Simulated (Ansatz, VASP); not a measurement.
# One calculation of PbS, two programs

```
Pb S
1.0
     0.00000    2.96500    2.96500
     2.96500    0.00000    2.96500
     2.96500    2.96500    0.00000
Pb S
1 1
Direct
  0.00000 0.00000 0.00000
  0.50000 0.50000 0.50000
```

Alike in both runs: task electric field gradients; functional RPBE; k mesh 8 × 8 × 8; occupations fermi-dirac, width 0.01 eV; non-collinear spin, spin-orbit coupling.

|  | VASP | Ansatz |
| --- | --- | --- |
| version | VASP 6.6.1 | Ansatz 0.2.0 |
| potentials or method | VASP PAW PBE potentials, release 64 (Pb_d, S) | PAW with Ansatz's default frozen-core files, fully relativistic files with spin-orbit coupling |
| plane-wave cutoff (eV) | 400 | 420 |
| valence electrons in the cell | 20 | 20 |

```csv
,VASP,Ansatz,Ansatz less VASP
pressure (GPa),3.9,3.8,-0.13
net moment per atom (μB),0.00,0.00,0.000
```

VASP's potentials were made for PBE, not for RPBE.
